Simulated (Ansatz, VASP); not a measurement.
# Ge in VASP and in Ansatz

Contents of INCAR:

```
  PREC = Accurate
  ENCUT = 520
  EDIFF = 1E-6
  ISMEAR = 0
  SIGMA = 0.1
  LREAL = F
  LASPH = T
  NELM = 80
  ALGO = Normal
  ISIF = 2
  LWAVE = F
  LCHARG = F
  GGA = PS
  NBANDS = 21
```

KPOINTS

```
regular mesh
0
Gamma
  6 6 6
```

File POSCAR:

```
Ge
1.0
    0.0000000000      2.8290000000      2.8290000000
    2.8290000000      0.0000000000      2.8290000000
    2.8290000000      2.8290000000      0.0000000000
Ge
2
Direct
    0.0000000000      0.0000000000      0.0000000000
    0.2500000000      0.2500000000      0.2500000000
```

Input for Ansatz:

```yaml
crystal:
  lattice:
    - [0.0, 2.829, 2.829]
    - [2.829, 0.0, 2.829]
    - [2.829, 2.829, 0.0]
  atoms:
    - { symbol: Ge, position: [0.0, 0.0, 0.0] }
    - { symbol: Ge, position: [0.25, 0.25, 0.25] }
basis:
  ecutwfc: 420
kpoints:
  mp_grid: { grid: [6, 6, 6] }
hamiltonian:
  xc: pbesol
  pseudopotentials: { kind: paw, azcp: { folder: soft_1 } }
scf:
  occupations: { method: gaussian, width: 0.1 }
output:
  forces: true
  stress: true
  eigenvalues: true
```

Alike in both runs: task single point; functional PBEsol; k mesh 6 × 6 × 6; occupations gaussian, width 0.1 eV; no spin polarisation.

```csv
,VASP,Ansatz
version,VASP 6.6.1,Ansatz 0.2.0
potentials or method,"VASP PAW PBE potentials, release 64 (Ge_d), cutoff 520 eV","scalar-relativistic, plane waves, PAW"
valence electrons in the cell,28,28
```

Ansatz gave:

* gap on the k mesh at the Fermi level (eV): none
* pressure (GPa): 0.7

Which values does VASP return?

gap on the k mesh at the Fermi level (eV): none; pressure (GPa): 0.3.

VASP's potentials were made for PBE, not for PBEsol, and Ansatz warns of the same on its side. A gap of «none» marks a metal or a gap that the smearing closes.
